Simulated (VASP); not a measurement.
Set up this calculation in VASP 6.6.1, as the native input.

```
Task                   : single point
Functional             : PBE
Potentials or basis    : VASP PAW PBE potentials, release 64 (Hf_pv, Si)
Cutoff                 : 520 eV
k mesh                 : 8 × 8 × 8
Occupations            : gaussian, width 0.05 eV
Spin                   : no spin polarisation
Dipole correction      : no
Further INCAR settings : ALGO = Normal; EDIFF = 1e-07; NBANDS = 19
```

The structure of HfSi3 lies in POSCAR:

```
HfSi3
1.0
    3.8992824279      0.0000000000      0.0000000000
    0.0000000000      3.8992824279      0.0000000000
    0.0000000000      0.0000000000      3.8992824279
Hf Si
1 3
Direct
    0.0000000000      0.0000000000      0.0000000000
    0.0000000000      0.5000000000      0.5000000000
    0.5000000000      0.5000000000      0.0000000000
    0.5000000000      0.0000000000      0.5000000000
```

This cell differs from its parent crystal: volume scaled by 0.945.

The input as run:

INCAR

```
SYSTEM = HfSi3
PREC = Accurate
ENCUT = 520
EDIFF = 1E-7
ISMEAR = 0
SIGMA = 0.05
LREAL = .False.
LASPH = .True.
NELM = 100
ALGO = Normal
ISIF = 2
LWAVE = .False.
LCHARG = .False.
GGA = PE
NBANDS = 19
```

KPOINTS

```
regular mesh
0
Gamma
  8 8 8
  0 0 0
```

Potentials or basis: VASP PAW PBE potentials, release 64 (Hf_pv, Si).

Command:

```sh
$ cat potpaw_PBE.64/Hf_pv/POTCAR potpaw_PBE.64/Si/POTCAR > POTCAR
$ mpirun -np 1 vasp_std > vasp.out
```

Results of the run:

- Pressure: 7.1 GPa
- Band gap on the k mesh: zero (band 11 reaches 10.83 eV, above the bottom of band 12 at 8.75 eV)

Caveat: spin-orbit coupling is left out, which moves the levels of the heavy elements.

Run time: 17 s on 1 thread of AMD EPYC 9R45 96-Core Processor (Zen 5) (shared host), peak memory 0.16 GiB.
